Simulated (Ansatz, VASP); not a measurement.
KTaO3: VASP beside Ansatz

```
K Ta O
1.0
     3.74311    0.00000    0.00000
     0.00000    3.74311    0.00000
     0.00000    0.00000    4.02485
K Ta O
1 1 3
Cartesian
  1.8716 1.8716 2.0124
  0.0000 0.0000 0.0000
  1.8716 0.0000 0.0000
  0.0000 1.8716 0.0000
  0.0000 0.0000 2.0124
```

Change from the starting cell: normal strain along x -0.0700, normal strain along y -0.0700.

Alike in both runs: task single point; functional PBE; k mesh 8 × 8 × 8; occupations gaussian, width 0.05 eV; no spin polarisation.

|  | VASP | Ansatz |
| --- | --- | --- |
| version | VASP 6.6.1 | Ansatz 0.2.0 |
| potentials or method | VASP PAW PBE potentials, release 64 (K_sv, Ta_pv, O), cutoff 520 eV | scalar-relativistic, plane waves, PAW |
| valence electrons in the cell | 38 | 40 |

```tsv
	VASP	Ansatz	Ansatz less VASP
gap on the k mesh at the Fermi level (eV)	2.32	2.38	+0.054
least direct gap on the mesh (eV)	2.78	2.82	+0.041
pressure (GPa)	41.6	40.2	-1.39
traceless stress, the component that is largest in VASP (GPa)	-27.29	-26.77	+0.529
```

Both programs put the cell under a high pressure, so it lies far from rest at this level. VASP's potentials hold 38 valence electrons a cell and Ansatz's 40, so a difference there can come from the potentials and not from the codes.

Spin-orbit coupling is off throughout.
